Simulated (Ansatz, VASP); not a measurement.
## Two plane-wave programs on KCdI3

```xyz
5
Lattice="5.8776 0.0000 0.0000 0.0000 5.8776 0.0000 0.0000 0.0000 5.9828" Properties=species:S:1:pos:R:3 pbc="T T T"
K     0.0000    0.0000    0.0000
Cd    2.9388    2.9388    2.9914
I     2.9388    2.9388    0.0000
I     2.9388    0.0000    2.9914
I     0.0000    2.9388    2.9914
```

Change from the starting cell: epitaxial_xy strain -1.0%.

Alike in both runs: task single point; functional PBE; k mesh 4 × 4 × 4; occupations fermi-dirac, width 0.02 eV; no spin polarisation.

|  | VASP | Ansatz |
| --- | --- | --- |
| version | VASP 6.6.1 | Ansatz 0.2.0 |
| potentials or method | VASP PAW PBE potentials, release 64 (K_sv, Cd, I) | plane waves, PAW |
| plane-wave cutoff (eV) | 520 | 420 |
| valence electrons in the cell | 42 | 80 |

```tsv
	VASP	Ansatz	Ansatz less VASP
pressure (GPa)	0.9	0.9	-0.07
traceless stress, the component that is largest in VASP (GPa)	-0.30	-0.29	+0.006
```

VASP's potentials hold 42 valence electrons a cell and Ansatz's 80, so a difference there can come from the potentials and not from the codes.

Spin-orbit coupling is off throughout.
